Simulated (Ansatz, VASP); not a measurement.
## Two plane-wave programs on TiO

```
Ti O
1.0
     2.82633    0.00000    0.00000
    -1.41317    2.44768    0.00000
     0.00000    0.00000    5.54115
Ti O
2 2
Direct
  0.33333 0.66667 0.25000
  0.66667 0.33333 0.75000
  0.00000 0.00000 0.00000
  0.00000 0.00000 0.50000
```

Alike in both runs: functional r2SCAN; k mesh 18 × 18 × 8; occupations gaussian, width 0.1 eV; no spin polarisation.

Ansatz relaxed the structure, and its values are those at the end. VASP's run is a single point on that final structure, the one shown.

```csv
,VASP,Ansatz
version,VASP 6.6.1,Ansatz 0.2.0
potentials or method,"VASP PAW PBE potentials, release 64 (Ti_sv, O), cutoff 520 eV","scalar-relativistic, plane waves, PAW"
valence electrons in the cell,36,36
```

VASP gave:

```
gap on the k mesh at the Fermi level (eV) : none
pressure (GPa)                            : 1.8
```

Question: Which values does Ansatz return?

Answer: gap on the k mesh at the Fermi level (eV): none; pressure (GPa): 0.0.

VASP's potentials were made for PBE, not for r2SCAN. A gap of «none» marks a metal or a gap that the smearing closes. The functional is the same, so the differences come from potentials, cutoffs and numerics.
